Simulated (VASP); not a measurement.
# BN (P6_3/mmc) in VASP: further runs, part 2 of 2

VASP 6.6.1. The steps go on from the part before.

**4. Single point, PBE**

This run uses another cell than the first one, of 8.97 Å³/atom, 0.943 times its volume.

Input file INCAR:

```
SYSTEM = BN
PREC = Accurate
ENCUT = 520
EDIFF = 1E-7
ISMEAR = 0
SIGMA = 0.013000000000000001
LREAL = .False.
LASPH = .True.
NELM = 60
ALGO = Normal
ISIF = 2
LWAVE = .False.
LCHARG = .False.
GGA = PE
NBANDS = 16
```

Input file KPOINTS:

```
Automatic mesh
0
Gamma
  12 12 4
  0 0 0
```

Input file POSCAR:

```
BN
1.0
    2.4982400000      0.0000000000      0.0000000000
   -1.2491200000      2.1635393048      0.0000000000
    0.0000000000      0.0000000000      6.6357000000
N B
2 2
Direct
    0.6666666667      0.3333333333      0.2500000000
    0.3333333333      0.6666666667      0.7500000000
    0.6666666667      0.3333333333      0.7500000000
    0.3333333333      0.6666666667      0.2500000000
```

Potentials or basis: VASP PAW PBE potentials, release 64 (N, B).

Launch:

```console
$ cat potpaw_PBE.64/N/POTCAR potpaw_PBE.64/B/POTCAR > POTCAR
$ mpirun -np 1 vasp_std > vasp.out
```

OUTCAR:

```text
SYSTEM = BN
   PREC = Accurate
   ENCUT = 520
   EDIFF = 1E-7
   ISMEAR = 0
   LREAL = .False.
   LASPH = .True.
   NELM = 60
   ISIF = 2
   GGA = PE

 ion  position               nearest neighbor table
   1  0.667  0.333  0.250-   4 1.44   4 1.44   4 1.44
   2  0.333  0.667  0.750-   3 1.44   3 1.44   3 1.44
   3  0.667  0.333  0.750-   2 1.44   2 1.44   2 1.44
   4  0.333  0.667  0.250-   1 1.44   1 1.44   1 1.44

  LATTYP: Found a hexagonal cell.
 ALAT       =     2.4982400000
 C/A-ratio  =     2.6561499296

  Lattice vectors:

 A1 = (   2.4982400000,   0.0000000000,   0.0000000000)
 A2 = (  -1.2491200000,   2.1635393048,   0.0000000000)
 A3 = (   0.0000000000,   0.0000000000,   6.6357000000)

Analysis of symmetry for initial positions (statically):
=====================================================================
 Subroutine PRICEL returns:
 Original cell was already a primitive cell.

 Routine SETGRP: Setting up the symmetry group for a
 hexagonal supercell.

 Subroutine GETGRP returns: Found 24 space group operations
 (whereof 12 operations were pure point group operations)
[... 175 lines left out ...]
 fundamental gap:      4.2869168702
 Fermi energy:         2.4062882171

 k-point     1 :       0.0000    0.0000    0.0000
  band No.  band energies     occupation
      1     -15.5316      2.00000
      2     -15.2363      2.00000
      3      -3.9420      2.00000
      4      -1.8138      2.00000
      5       0.9861      2.00000
      6       0.9861      2.00000
[... 433 lines left out ...]
      3      -4.5923      2.00000
      4      -4.5344      2.00000
      5      -1.2770      2.00000
      6      -1.2338      2.00000
[... 8 lines left out ...]
     15      19.1834      0.00000
     16      20.9897      0.00000

 [... further k-points ...]

------------------------ aborting loop because EDIFF is reached ----------------------------------------

  FORCE on cell =-STRESS in cart. coord.  units (eV):
  Direction    XX          YY          ZZ          XY          YZ          ZX
  --------------------------------------------------------------------------------------
  -------------------------------------------------------------------------------------
  Total        1.4092176      1.4092176      0.6365289      0.0000000      0.0000000      0.0000000
  in kB       62.9510480     62.9510480     28.4343295      0.0000000      0.0000000      0.0000000
  external PRESSURE =      51.4454751 kB  Pullay stress =       0.0000000 kB

 VOLUME and BASIS-vectors are now :
 -----------------------------------------------------------------------------
  energy-cutoff  :      520.00
  volume of cell :       35.87
      direct lattice vectors                 reciprocal lattice vectors
     2.498240000  0.000000000  0.000000000     0.400281798  0.231102804  0.000000000
    -1.249120000  2.163539305  0.000000000     0.000000000  0.462205608  0.000000000
     0.000000000  0.000000000  6.635700000     0.000000000  0.000000000  0.150700002

 POSITION                                       TOTAL-FORCE (eV/Angst)
 -----------------------------------------------------------------------------------
      1.24912      0.72118      1.65892        -0.000000      0.000000      0.000000
     -0.00000      1.44236      4.97677        -0.000000     -0.000000      0.000000
      1.24912      0.72118      4.97677        -0.000000      0.000000      0.000000
     -0.00000      1.44236      1.65892         0.000000     -0.000000      0.000000
 -----------------------------------------------------------------------------------
    total drift:                                0.000000     -0.000000      0.000000

  FREE ENERGIE OF THE ION-ELECTRON SYSTEM (eV)
  ---------------------------------------------------
  free  energy   TOTEN  =       -35.1469096277 eV

  energy  without entropy=      -35.1469096277  energy(sigma->0) =      -35.14690963
```

OSZICAR:

```text
N       E                     dE             d eps       ncg     rms          rms(c)
DAV:   1     0.509303823365E+02    0.50930E+02   -0.80964E+03  1824   0.928E+02
DAV:   2    -0.354238225738E+02   -0.86354E+02   -0.78142E+02  2600   0.223E+02
DAV:   3    -0.387318567240E+02   -0.33080E+01   -0.32945E+01  2368   0.431E+01
DAV:   4    -0.387527875516E+02   -0.20931E-01   -0.20929E-01  2304   0.381E+00
DAV:   5    -0.387529771670E+02   -0.18962E-03   -0.18961E-03  2368   0.347E-01    0.113E+01
DAV:   6    -0.355096498085E+02    0.32433E+01   -0.52065E+00  2384   0.175E+01    0.509E+00
DAV:   7    -0.352255142350E+02    0.28414E+00   -0.60008E-01  2432   0.560E+00    0.318E+00
DAV:   8    -0.351509982238E+02    0.74516E-01   -0.23688E-01  2368   0.328E+00    0.487E-01
DAV:   9    -0.351458643332E+02    0.51339E-02   -0.16090E-02  2088   0.104E+00    0.198E-01
DAV:  10    -0.351467933809E+02   -0.92905E-03   -0.13512E-03  2088   0.282E-01    0.351E-02
DAV:  11    -0.351468959815E+02   -0.10260E-03   -0.97015E-05  2248   0.789E-02    0.246E-02
DAV:  12    -0.351469093712E+02   -0.13390E-04   -0.29317E-05  1960   0.374E-02    0.270E-03
DAV:  13    -0.351469095117E+02   -0.14056E-06   -0.67360E-07  2496   0.628E-03    0.913E-04
DAV:  14    -0.351469096269E+02   -0.11517E-06   -0.15870E-07  1896   0.269E-03    0.198E-04
DAV:  15    -0.351469096277E+02   -0.84606E-09   -0.19153E-09  1360   0.366E-04
   1 F= -.35146910E+02 E0= -.35146910E+02  d E =-.947011E-29
```

stdout:

```text
POSCAR found type information on POSCAR N B
 POSCAR found :  2 types and       4 ions
 scaLAPACK will be used
 LDA part: xc-table for (Slater+PW92), standard interpolation
 POSCAR, INCAR and KPOINTS ok, starting setup
 FFT: planning ... GRIDC
 FFT: planning ... GRID_SOFT
 FFT: planning ... GRID
 WAVECAR not read
 entering main loop
```

Run time: 32 s. Hardware: 1 thread of Intel Xeon Platinum 8259CL at 2.50GHz (Skylake/Cascade Lake), shared host; peak memory 0.16 GiB.

Results:

| Property | Result |
| --- | --- |
| Free energy | -35.1469 eV |
| Pressure | 5.1 GPa |
| Band gap on the k mesh | 4.29 eV, indirect (least direct gap 4.66 eV) |

Stress tensor (GPa, compression positive):
```
6.30 0.00 0.00
0.00 6.30 0.00
0.00 0.00 2.84
```

Caveat: this functional lacks dispersion, which binds the layers, so the pressure and a relaxed spacing across them are unreliable. As with any semilocal functional, this PBE gap is likely too small.

**5. Single point, PBE**

This run uses another cell than the first one, of 8.97 Å³/atom, 0.943 times its volume.

Input file INCAR:

```
SYSTEM = BN
ALGO = Normal
EDIFF = 1E-6
ENCUT = 520
GGA = PE
ISIF = 2
ISMEAR = 0
LASPH = .TRUE.
LCHARG = .FALSE.
LREAL = .FALSE.
LWAVE = .FALSE.
NBANDS = 16
NELM = 80
PREC = Accurate
SIGMA = 0.015
```

Input file KPOINTS:

```
k-points
0
G
  12 12 4
  0 0 0
```

POSCAR is that of step 4.

Launch:

```console
$ cat potpaw_PBE.64/N/POTCAR potpaw_PBE.64/B/POTCAR > POTCAR
$ mpirun -np 1 vasp_std > vasp.out
```

Wall time 28 s (1 thread of Intel Xeon Platinum 8259CL at 2.50GHz (Skylake/Cascade Lake), shared host); peak memory 0.16 GiB.

It converged, with:

| Item | Value |
| --- | --- |
| Free energy | -35.1469 eV |
| Pressure | 5.2 GPa |
| Band gap on the k mesh | 4.29 eV, indirect (least direct gap 4.66 eV) |

Stress tensor (GPa, compression positive):
```
6.30 0.00 0.00
0.00 6.30 0.00
0.00 0.00 2.86
```

Levels at points of the mesh, in eV from the valence-band top:
```tsv
k point	band 5	band 6	band 7	band 8	band 9	band 10	band 11	band 12
(0.00, 0.00, 0.00)	-1.32	-1.32	-1.29	-1.29	5.27	10.35	11.61	11.61
(0.50, 0.00, 0.00)	-4.15	-4.09	-1.45	-0.43	4.29	5.66	9.60	10.03
(0.00, 0.00, 0.50)	-1.30	-1.30	-1.30	-1.30	7.64	7.64	11.67	11.67
(0.50, 0.00, 0.50)	-4.12	-4.12	-0.92	-0.92	4.75	4.75	9.99	9.99
```

Caveat: this functional lacks dispersion, which binds the layers, so the pressure and a relaxed spacing across them are unreliable.

**6. Single point, PBE**

This run uses another cell than the first one, of 8.97 Å³/atom, 0.943 times its volume.

Input file INCAR:

```
SYSTEM = BN
ALGO = Normal ; EDIFF = 1E-7
ENCUT = 520 ; GGA = PE
ISIF = 2 ; ISMEAR = 0
LASPH = .True. ; LCHARG = .False.
LREAL = .False. ; LWAVE = .False.
NBANDS = 16 ; NELM = 100
PREC = Accurate ; SIGMA = 0.016
```

Input file KPOINTS:

```
k-points
0
Gamma
  12 12 4
  0 0 0
```

POSCAR is that of step 5.

Potentials or basis: VASP PAW PBE potentials, release 64 (N, B).

Launch:

```console
$ cat potpaw_PBE.64/N/POTCAR potpaw_PBE.64/B/POTCAR > POTCAR
$ mpirun -np 1 vasp_std > vasp.out
```

It took 35 s on 1 thread of Intel Xeon Platinum 8259CL at 2.50GHz (Skylake/Cascade Lake), shared host; peak memory 0.16 GiB.

The run converged. Its results:

```
Free energy            : -35.1469 eV
Pressure               : 5.1 GPa
Band gap on the k mesh : 4.29 eV, indirect (least direct gap 4.66 eV)
```

Stress tensor (GPa, compression positive):
```
6.30 0.00 0.00
0.00 6.30 0.00
0.00 0.00 2.84
```

Levels at points of the mesh, in eV from the valence-band top:
```tsv
k point	band 5	band 6	band 7	band 8	band 9	band 10	band 11	band 12
(0.00, 0.00, 0.00)	-1.32	-1.32	-1.29	-1.29	5.27	10.35	11.61	11.61
(0.50, 0.00, 0.00)	-4.15	-4.09	-1.45	-0.43	4.29	5.66	9.60	10.03
(0.00, 0.00, 0.50)	-1.30	-1.30	-1.30	-1.30	7.64	7.64	11.67	11.67
(0.50, 0.00, 0.50)	-4.12	-4.12	-0.92	-0.92	4.75	4.75	9.99	9.99
```

Caveat: this functional lacks dispersion, which binds the layers, so the pressure and a relaxed spacing across them are unreliable. A k mesh can miss the band edges.

**7. Summary**

```tsv
level	potentials or basis	cell	smearing	gap on the mesh (eV)	pressure (GPa)
LDA	VASP PAW LDA potentials, release 64 (N, B)	a = 2.547, b = 2.547, c = 6.766 Å, angles 90.0, 90.0, 120.0°, 4 atoms	fermi-dirac 0.05 eV	4.02	-15.2
PBE	VASP PAW PBE potentials, release 64 (N, B)	a = 2.498, b = 2.498, c = 6.636 Å, angles 90.0, 90.0, 120.0°, 4 atoms	gaussian 0.012 eV	4.29	5.1
PBE	VASP PAW PBE potentials, release 64 (N, B)	a = 2.498, b = 2.498, c = 6.636 Å, angles 90.0, 90.0, 120.0°, 4 atoms	gaussian 0.013 eV	4.29	5.1
PBE	VASP PAW PBE potentials, release 64 (N, B)	a = 2.498, b = 2.498, c = 6.636 Å, angles 90.0, 90.0, 120.0°, 4 atoms	gaussian 0.015 eV	4.29	5.2
PBE	VASP PAW PBE potentials, release 64 (N, B)	a = 2.498, b = 2.498, c = 6.636 Å, angles 90.0, 90.0, 120.0°, 4 atoms	gaussian 0.016 eV	4.29	5.1
```

Alike in all rows: task single point; no spin polarisation; k mesh 12 × 12 × 4; cutoff (eV) 520.

Caveats: this functional lacks dispersion, which binds the layers, so the pressure and a relaxed spacing across them are unreliable (some runs).

Absolute energies hang on the potentials; compare differences alone.
